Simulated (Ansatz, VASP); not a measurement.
## Two plane-wave programs on TiCo

```xyz
2
Lattice="2.9861 0.0000 0.0000 0.0000 2.9861 0.0000 0.0000 0.0000 2.9861" Properties=species:S:1:pos:R:3 pbc="T T T"
Co    1.4931    1.4931    1.4931
Ti    0.0000    0.0000    0.0000
```

Alike in both runs: task single point; functional PBE; k mesh 9 × 9 × 9; occupations gaussian, width 0.05 eV; collinear spin, ferromagnetic start.

|  | VASP | Ansatz |
| --- | --- | --- |
| version | VASP 6.6.1 | Ansatz 0.2.0 |
| potentials or method | VASP PAW PBE potentials, release 64 (Co_GW, Ti_sv_GW) | Ansatz PAW |
| plane-wave cutoff (eV) | 550 | 420 |
| valence electrons in the cell | 21 | 29 |

```tsv
	VASP	Ansatz	Ansatz less VASP
gap on the k mesh at the Fermi level (eV)	none	none	-
pressure (GPa)	-2.0	-0.5	+1.41
net moment per atom (μB)	0.41	0.42	+0.005
size of the moment on the site where the two differ most (μB)	0.90	0.94	+0.039
```

Site moments also hang on the region over which each program counts them. A gap of «none» marks a metal or a gap that the smearing closes. The functional is the same, so the differences come from potentials, cutoffs and numerics. VASP's potentials hold 21 valence electrons a cell and Ansatz's 29, so a difference there can come from the potentials and not from the codes.
